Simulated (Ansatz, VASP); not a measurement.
# One calculation of Se, two programs

```
CELL_PARAMETERS angstrom
-1.83121 1.83121 1.70345
1.83121 -1.83121 1.70345
1.83121 1.83121 -1.70345
ATOMIC_POSITIONS crystal
Se 0.00000 0.00000 0.00000
```

Change from the starting cell: strain +0.0750 x Voigt [1, 1, 0, 0, 0, 0], atoms carried along.

Alike in both runs: task single point; functional PBEsol; k mesh 20 × 20 × 20; occupations gaussian, width 0.15 eV; no spin polarisation.

```csv
,VASP,Ansatz
version,VASP 6.6.1,Ansatz 0.2.0
potentials or method,"VASP PAW PBE potentials, release 64 (Se), cutoff 520 eV","scalar-relativistic, plane waves, PAW"
valence electrons in the cell,6,16
```

```csv
,VASP,Ansatz,Ansatz less VASP
gap on the k mesh at the Fermi level (eV),none,none,-
pressure (GPa),-9.8,-9.8,-0.01
"traceless stress, the component that is largest in VASP (GPa)",2.49,2.48,-0.003
```

VASP's potentials were made for PBE, not for PBEsol. A gap of «none» marks a metal or a gap that the smearing closes. VASP's potentials hold 6 valence electrons a cell and Ansatz's 16, so a difference there can come from the potentials and not from the codes.
